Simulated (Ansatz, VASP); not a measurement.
## One calculation of CoSi2, two programs

The input INCAR:

```
SYSTEM = CoSi2
PREC = Accurate
ENCUT = 520
EDIFF = 1E-6
ISMEAR = 0
SIGMA = 0.15
LREAL = .FALSE.
LASPH = .TRUE.
NELM = 100
ALGO = Normal
ISIF = 2
LWAVE = .FALSE.
LCHARG = .FALSE.
GGA = PS
NBANDS = 16
```

Contents of KPOINTS:

```
regular mesh
0
G
  16 16 16
  0 0 0
```

File POSCAR:

```
CoSi2
1.0
    0.0000000000      2.6562539720      2.6562539720
    2.6562539720      0.0000000000      2.6562539720
    2.6562539720      2.6562539720      0.0000000000
Co Si
1 2
Direct
    0.0000000000      0.0000000000      0.0000000000
    0.2735293766      0.2264706234      0.2735293766
    0.7735293766      0.7264706234      0.7735293766
```

Input for Ansatz:

```yaml
crystal:
  lattice:
    - [0.0, 2.656253972, 2.656253972]
    - [2.656253972, 0.0, 2.656253972]
    - [2.656253972, 2.656253972, 0.0]
  atoms:
    - { symbol: Co, position: [0.0, 0.0, 0.0] }
    - { symbol: Si, position: [0.2735293766, 0.2264706234, 0.2735293766] }
    - { symbol: Si, position: [0.7735293766, 0.7264706234, 0.7735293766] }
basis:
  ecutwfc: 420
kpoints:
  mp_grid: { grid: [16, 16, 16] }
hamiltonian:
  xc: pbesol
scf:
  occupations: { method: gaussian, width: 0.15 }
output:
  forces: true
  stress: true
  eigenvalues: true
```

Change from the starting cell: all Si atoms moved +0.125 Å, as atom 2 along Cartesian [0 1 0].

Alike in both runs: task single point; functional PBEsol; k mesh 16 × 16 × 16; occupations gaussian, width 0.15 eV; no spin polarisation.

|  | VASP | Ansatz |
| --- | --- | --- |
| version | VASP 6.6.1 | Ansatz 0.2.0 |
| potentials or method | VASP PAW PBE potentials, release 64 (Co, Si), cutoff 520 eV | scalar-relativistic, plane waves, PAW |
| valence electrons in the cell | 17 | 25 |

|  | VASP | Ansatz | Ansatz less VASP |
| --- | --- | --- | --- |
| gap on the k mesh at the Fermi level (eV) | none | none | - |
| pressure (GPa) | 1.4 | 1.3 | -0.08 |
| traceless stress, the component that is largest in VASP (GPa) | -0.53 | -0.50 | +0.026 |
| rms of the force components (eV/Å) | 0.644 | 0.636 | -0.0080 |

VASP's potentials were made for PBE, not for PBEsol. Atom by atom the forces differ by 0.008 eV/Å (rms over components). A gap of «none» marks a metal or a gap that the smearing closes. VASP's potentials hold 17 valence electrons a cell and Ansatz's 25, so a difference there can come from the potentials and not from the codes.
